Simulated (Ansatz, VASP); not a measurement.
## Two plane-wave programs on TaN

File POSCAR:

```
TaN
1.0
    2.9380000000      0.0000000000      0.0000000000
   -1.4690000000      2.5443826363      0.0000000000
    0.0000000000      0.0000000000      2.8830000000
Ta N
1 1
Direct
    0.0000000000      0.0000000000      0.5000000000
    0.6666666667      0.3333333333      0.0000000000
```

Contents of INCAR.step1:

```
SYSTEM = TaN
  PREC = Accurate
  ENCUT = 520
  EDIFF = 1E-5
  ISMEAR = -1
  SIGMA = 0.05
  LREAL = .FALSE.
  LASPH = .TRUE.
  NELM = 80
  ALGO = Normal
  ISIF = 2
  LWAVE = .TRUE.
  NBANDS = 15
  GGA = PE
```

The input INCAR.step2:

```
SYSTEM = TaN
  PREC = Accurate
  ENCUT = 520
  EDIFF = 1E-7
  ISMEAR = -1
  SIGMA = 0.05
  LREAL = .FALSE.
  LASPH = .TRUE.
  NELM = 80
  ALGO = Normal
  ISIF = 2
  LWAVE = .FALSE.
  LCHARG = .TRUE.
  GGA = PE
  LHFCALC = .TRUE.
  AEXX = 0.5
  HFSCREEN = 0.2
  PRECFOCK = Normal
  LELF = .TRUE.
  LVHAR = .TRUE.
  NBANDS = 15
  ISTART = 1
```

Contents of KPOINTS:

```
Automatic mesh
0
G
  5 5 5
  0 0 0
```

Contents of input.yaml:

```yaml
crystal:
  lattice:
    - [2.938, 0.0, 0.0]
    - [-1.469, 2.5443826363, 0.0]
    - [0.0, 0.0, 2.883]
  atoms:
    - { symbol: Ta, position: [0.0, 0.0, 0.5] }
    - { symbol: "N", position: [0.6666666667, 0.3333333333, 0.0] }
hamiltonian:
  xc: { exchange: pbe, correlation: pbe, exx: { coeff: 0.5, omega: 0.2 } }
  pseudopotentials: { kind: paw }
kpoints:
  mp_grid: { grid: [5, 5, 5] }
scf:
  occupations: { method: fermi_dirac, width: 0.05 }
output:
  forces: true
  stress: true
  eigenvalues: true
```

Alike in both runs: task single point; functional PBE-based screened hybrid; k mesh 5 × 5 × 5; occupations fermi-dirac, width 0.05 eV; no spin polarisation.

|  | VASP | Ansatz |
| --- | --- | --- |
| version | VASP 6.6.1 | Ansatz 0.2.0 |
| potentials or method | VASP PAW PBE potentials, release 64 (Ta_pv, N) | Ansatz PAW |
| plane-wave cutoff (eV) | 520 | 420 |
| valence electrons in the cell | 16 | 18 |

Ansatz gave:

* gap on the k mesh at the Fermi level (eV): none
* pressure (GPa): -11.5
* traceless stress, the component that is largest in VASP (GPa): -1.05

Problem. What did VASP give for the same quantities?

Solution. gap on the k mesh at the Fermi level (eV): none; pressure (GPa): -13.4; traceless stress, the component that is largest in VASP (GPa): -1.14.

VASP's potentials were made for PBE, not for PBE-based screened hybrid. A gap of «none» marks a metal or a gap that the smearing closes. With one functional, cell and mesh, what is left measures potentials, basis and numerics. VASP's potentials hold 16 valence electrons a cell and Ansatz's 18, so a difference there can come from the potentials and not from the codes.

The k mesh is coarse, so the values compare programs but aren't converged. Spin-orbit coupling is off throughout.
